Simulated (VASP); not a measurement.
# Hf5O9 (a cell with a defect): single point with PBE

System: Hf5O9 (a cell with a defect).

```
CELL_PARAMETERS angstrom
-5.09814 0.00000 0.00000
-2.54907 5.09814 -2.54907
-2.54907 -2.54907 -5.09814
ATOMIC_POSITIONS crystal
Hf 0.80000 0.80000 0.60000
Hf 0.60000 0.60000 0.20000
Hf 0.40000 0.40000 0.80000
Hf 0.20000 0.20000 0.40000
Hf 0.00000 0.00000 0.00000
O 0.05000 0.30000 0.10000
O 0.85000 0.10000 0.70000
O 0.65000 0.90000 0.30000
O 0.45000 0.70000 0.90000
O 0.95000 0.70000 0.90000
O 0.75000 0.50000 0.50000
O 0.55000 0.30000 0.10000
O 0.41475 0.23332 0.63334
O 0.15000 0.90000 0.30000
```

This cell differs from its parent crystal: atoms taken out, atom 13 moved 0.333 of the way to it and -0.500 Å across, host rigid.

```json
{
  "Program": "VASP 6.6.1",
  "Task": "single point",
  "Functional": "PBE",
  "Potentials or basis": "VASP PAW PBE potentials, release 64 (Hf_pv, O)",
  "Cutoff": "520 eV",
  "k mesh": "4 × 4 × 4",
  "Occupations": "gaussian, width 0.05 eV",
  "Spin": "no spin polarisation",
  "Dipole correction": "no",
  "Charge": "2",
  "Further INCAR settings": "ALGO = Normal; EDIFF = 1e-06; NBANDS = 65; NELECT = 102.0"
}
```

| Property | Result |
| --- | --- |
| Largest force | 27.146 eV/Å |

Forces on the atoms (eV/Å):
```
Hf    0.868   1.314  -1.462
Hf   -2.082   1.752   2.852
Hf  -13.478   4.978 -21.986
Hf    2.129  -0.632   2.828
Hf    1.483  -1.090  -1.740
O     0.095  -0.834   0.606
O    -2.993  -1.286   0.135
O    -0.117  -0.213  -0.627
O    -1.010   3.280  -0.622
O     0.742   0.180   1.371
O    -1.148   0.771   0.122
O    -0.154  -0.102  -2.148
O    15.938  -6.017  21.134
O    -0.272  -2.101  -0.463
```

Levels at points of the mesh, in eV from the Fermi level:
```tsv
k point	band 48	band 49	band 50	band 51	band 52	band 53	band 54	band 55
(0.00, 0.00, 0.00)	-1.02	-0.78	-0.67	-0.55	0.94	3.25	3.55	3.66
(0.50, 0.00, 0.00)	-1.55	-1.21	-1.08	-0.92	2.09	3.23	3.70	3.88
(0.50, 0.50, 0.00)	-1.40	-1.33	-1.12	-0.90	1.88	3.62	3.66	3.79
(0.50, 0.50, 0.50)	-1.42	-1.18	-1.13	-0.93	1.73	3.13	3.46	3.73
(0.50, 0.00, 0.50)	-1.35	-1.30	-1.02	-0.88	1.80	3.20	3.33	3.83
(0.00, 0.50, 0.00)	-1.07	-0.75	-0.59	-0.47	1.50	3.02	3.42	3.81
(0.00, 0.00, 0.50)	-1.03	-0.57	-0.54	-0.53	1.22	3.27	3.42	4.04
(0.00, 0.50, 0.50)	-1.25	-1.01	-0.65	-0.33	1.97	3.22	3.45	3.80
```

Wall time 12 min on 1 thread of Intel Xeon 8259CL (shared host), peak memory 0.45 GiB.

Caveat: the cell carries a net charge on a neutralising background, which shifts energy and pressure; the cell differs from its parent crystal (atoms taken out, atom 13 moved 0.333 of the way to it and -0.500 Å across, host rigid); the cell is charged against a uniform background, so pressure and absolute levels hang on convention; spin-orbit coupling is left out, which moves the levels of the heavy elements.
